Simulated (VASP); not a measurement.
Wanted: the native input for a VASP 6.6.1 run.

* Task: single point
* Functional: r2SCAN
* Dispersion: rVV10
* Potentials or basis: VASP PAW PBE potentials, release 64 (Sb, Ni)
* Cutoff: 520 eV
* k mesh: 8 × 8 × 5
* Occupations: fermi-dirac, width 0.05 eV
* Spin: collinear spin, ferromagnetic start
* Starting moments: [0.0, 0.0, 1.0, 1.0] μB
* Dipole correction: no
* Further INCAR settings: ALGO = Normal; EDIFF = 1e-07; NBANDS = 27

The system is NiSb.

```
CELL_PARAMETERS angstrom
3.91719 0.00000 0.00000
-1.95859 3.39238 0.00000
0.00000 0.00000 5.09332
ATOMIC_POSITIONS crystal
Sb 0.66667 0.33333 0.75000
Sb 0.33333 0.66667 0.25000
Ni 0.00000 0.00000 0.50000
Ni 0.00000 0.00000 0.00000
```

The input as run:

POSCAR

```
NiSb
1.0
    3.9171885899      0.0000000000      0.0000000000
   -1.9585942950      3.3923848303      0.0000000000
    0.0000000000      0.0000000000      5.0933246767
Sb Ni
2 2
Direct
    0.6666666667      0.3333333333      0.7500000000
    0.3333333333      0.6666666667      0.2500000000
    0.0000000000      0.0000000000      0.5000000000
    0.0000000000      0.0000000000      0.0000000000
```

INCAR.step1

```
  ALGO = Normal
  EDIFF = 1E-4
  ENCUT = 520
  GGA = PE
  ISMEAR = -1
  ISPIN = 2
  LASPH = T
  LCHARG = F
  LMAXMIX = 4
  LREAL = F
  LWAVE = T
  MAGMOM = 0 0 1 1
  NBANDS = 27
  NELM = 150
  PREC = Accurate
  SIGMA = 0.05
```

INCAR.step2

```
  ALGO = Normal
  BPARAM = 11.95
  CPARAM = 0.0093
  EDIFF = 1E-7
  ENCUT = 520
  ISIF = 2
  ISMEAR = -1
  ISPIN = 2
  ISTART = 1
  IVDW_NL = 2
  LASPH = T
  LCHARG = F
  LMAXMIX = 4
  LMIXTAU = T
  LORBIT = 11
  LREAL = F
  LUSE_VDW = T
  LWAVE = F
  MAGMOM = 0 0 1 1
  METAGGA = R2SCAN
  NBANDS = 27
  NELM = 150
  PREC = Accurate
  SIGMA = 0.05
```

KPOINTS

```
k-points
0
Gamma
  8 8 5
```

Potentials or basis: VASP PAW PBE potentials, release 64 (Sb, Ni).

Run with:

```bash
$ cat potpaw_PBE.64/Sb/POTCAR potpaw_PBE.64/Ni/POTCAR > POTCAR
$ cp INCAR.step1 INCAR
$ mpirun -np 1 vasp_std > vasp.out
$ cp INCAR.step2 INCAR
$ mpirun -np 1 vasp_std > vasp.out
```

It gave:

* Pressure: 0.4 GPa
* Band gap on the k mesh: zero (filled and empty bands overlap)
* Net moment: 0.00 μB per cell
* Valence electrons inside the program's atomic spheres: Sb 2.43; Ni 9.46

Caveat: the moments typed at the start vanished in this run; the PAW data sets were made with another functional, which shifts forces and pressure a little; spin-orbit coupling is left out, which moves the levels of the heavy elements.

Wall time 17 min on 1 thread of Intel Xeon 8259CL, on a shared host, peak memory 0.42 GiB.
